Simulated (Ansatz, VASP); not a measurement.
PtSe2: VASP beside Ansatz

```
CELL_PARAMETERS angstrom
3.70823 0.00000 0.00000
-1.85411 3.21142 0.00000
0.00000 0.00000 5.84861
ATOMIC_POSITIONS crystal
Pt 0.00000 0.00000 0.00000
Se 0.66667 0.33333 0.77966
Se 0.33333 0.66667 0.22034
```

Alike in both runs: task relaxation of cell and atoms; functional PBEsol; dispersion D3(BJ); k mesh 9 × 9 × 6; occupations gaussian, width 0.02 eV; no spin polarisation.

|  | VASP | Ansatz |
| --- | --- | --- |
| version | VASP 6.6.1 | Ansatz 0.2.0 |
| potentials or method | VASP PAW PBE potentials, release 64 (Pt, Se), cutoff 600 eV | scalar-relativistic, plane waves, PAW |
| valence electrons in the cell | 22 | 50 |

Ansatz gave:

| Item | Value |
| --- | --- |
| gap on the k mesh at the Fermi level, each at its own relaxed structure (eV) | none |
| relaxed volume (Å³/atom) | 18.72 |
| relaxed cell length with the largest relative difference (Å) | 3.738 |

Q: What did VASP give for the same quantities?

A: gap on the k mesh at the Fermi level, each at its own relaxed structure (eV): none; relaxed volume (Å³/atom): 18.73; relaxed cell length with the largest relative difference (Å): 3.739.

VASP's potentials were made for PBE, not for PBEsol. A gap of «none» marks a metal or a gap that the smearing closes. VASP's potentials hold 22 valence electrons a cell and Ansatz's 50, so a difference there can come from the potentials and not from the codes.

Spin-orbit coupling is off throughout. Noted on VASP's run: the volume moved by over 15 % at a fixed basis, so the end points are rough.
